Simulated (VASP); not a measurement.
Runs of VASP 6.6.1 on InAs2. The structure is that of space group Fm-3m (No. 225), or close to it. The cells are those of the table. 

```tsv
task	cell	k mesh	cutoff (eV)	gap on the mesh (eV)	pressure (GPa)	relaxed volume (Å³/atom)
single point	a = 4.500 Å, angles 60.0°, 3 atoms	6 × 6 × 6	520	none	13.0	-
single point	a = 4.736 Å, angles 60.0°, 3 atoms	12 × 12 × 12	520	none	0.0	-
relaxation of cell and atoms	relaxed from a = 4.500 Å, angles 60.0°, 3 atoms	6 × 6 × 6	600	none	0.0	(a)
relaxation of cell and atoms	relaxed from a = 4.730 Å, angles 60.0°, 3 atoms	12 × 12 × 12	600	none	0.0	25.05
single point	a = 4.730 Å, angles 60.0°, 3 atoms	6 × 6 × 6	520	none	0.2	-
```

Alike in all rows: level PBE; potentials or basis VASP PAW PBE potentials, release 64 (In_d, As); no spin polarisation; smearing gaussian 0.1 eV.

**Question.** Fill in the values left out.

**Answer.** (a) 25.02.

Caveats: spin-orbit coupling is left out, which moves the levels of the heavy elements; an odd number of electrons without spin polarisation forces a metal; a magnetic or distorted state may lie lower; the cell stands under pressure (at least some runs); the volume moved by over 15 % at a fixed basis, so the end points are rough (at least some runs).

A k mesh can miss the band edges, and the runs leave out spin-orbit coupling on As, In.

A gap of «none» marks levels without a gap at the run's occupations.
